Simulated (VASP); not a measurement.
A run of VASP 6.6.1:

The input INCAR:

```
SYSTEM = NaF
  ALGO = Normal
  EDIFF = 1E-6
  ENCUT = 520
  GGA = PE
  ISIF = 2
  ISMEAR = 0
  LASPH = .True.
  LCHARG = .False.
  LREAL = .False.
  LWAVE = .False.
  NBANDS = 14
  NELM = 80
  PREC = Accurate
  SIGMA = 0.01
```

The input KPOINTS:

```
k-points
0
Gamma
  6 6 6
  0 0 0
```

POSCAR

```
NaF
1.0
    0.0000000000      2.2971680800      2.2971680800
    2.2971680800      0.0000000000      2.2971680800
    2.2971680800      2.2971680800      0.0000000000
Na F
1 1
Direct
    0.0000000000      0.0000000000      0.0000000000
    0.5000000000      0.5000000000      0.5000000000
```

Potentials or basis: VASP PAW PBE potentials, release 64 (Na_pv, F).

Command:

```bash
$ cat potpaw_PBE.64/Na_pv/POTCAR potpaw_PBE.64/F/POTCAR > POTCAR
$ mpirun -np 1 vasp_std > vasp.out
```

Hardware: 1 thread of Intel(R) Xeon(R) Platinum 8259CL CPU @ 2.50GHz (Skylake/Cascade Lake), on a shared host.

How long does it take, and how much memory?

Wall time 8.4 s on 1 thread of Intel(R) Xeon(R) Platinum 8259CL CPU @ 2.50GHz (Skylake/Cascade Lake), on a shared host, peak memory 0.12 GiB. Counts: scf iterations 12, k points 16.
